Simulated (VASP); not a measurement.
**HfC: single point with PBEsol**

HfC:

```xyz
2
Lattice="0.0000 2.3250 2.3250 2.3250 0.0000 2.3250 2.3250 2.3250 0.0000" Properties=species:S:1:pos:R:3 pbc="T T T"
Hf    2.3250    2.3250    2.3250
C     0.0000    0.0000    0.0000
```

```yaml
Program: VASP 6.6.1
Task: single point
Functional: PBEsol
Potentials_or_basis: VASP PAW PBE potentials, release 64 (Hf_pv, C)
Cutoff: 520 eV
k_mesh: 12 × 12 × 12
Occupations: fermi-dirac, width 0.05 eV
Spin: no spin polarisation
Dipole_correction: no
Further_INCAR_settings: ALGO = Normal; EDIFF = 1e-07; NBANDS = 14
```

- Pressure: -7.0 GPa
- Band gap on the k mesh: zero (band 7 reaches 6.83 eV, above the bottom of band 8 at 5.39 eV)

Levels at points of the mesh, in eV from the Fermi level:
| k point | band 4 | band 5 | band 6 | band 7 | band 8 | band 9 | band 10 | band 11 |
| --- | --- | --- | --- | --- | --- | --- | --- | --- |
| (0.00, 0.00, 0.00) | -12.30 | 1.02 | 1.02 | 1.02 | 1.33 | 1.33 | 1.33 | 3.35 |
| (0.50, 0.00, 0.00) | -8.50 | -6.19 | -3.00 | -3.00 | 5.28 | 5.28 | 5.75 | 6.50 |
| (0.50, 0.50, 0.00) | -10.37 | -2.60 | -1.84 | -0.09 | -0.09 | 5.28 | 6.71 | 6.71 |

It took 7.4 s on 1 thread of Intel(R) Xeon(R) 6975P-C (Granite Rapids), with other jobs on the host, peak memory 0.15 GiB.

Caveat: the PAW data sets were made with another functional, which shifts forces and pressure a little; spin-orbit coupling is left out, which moves the levels of the heavy elements.
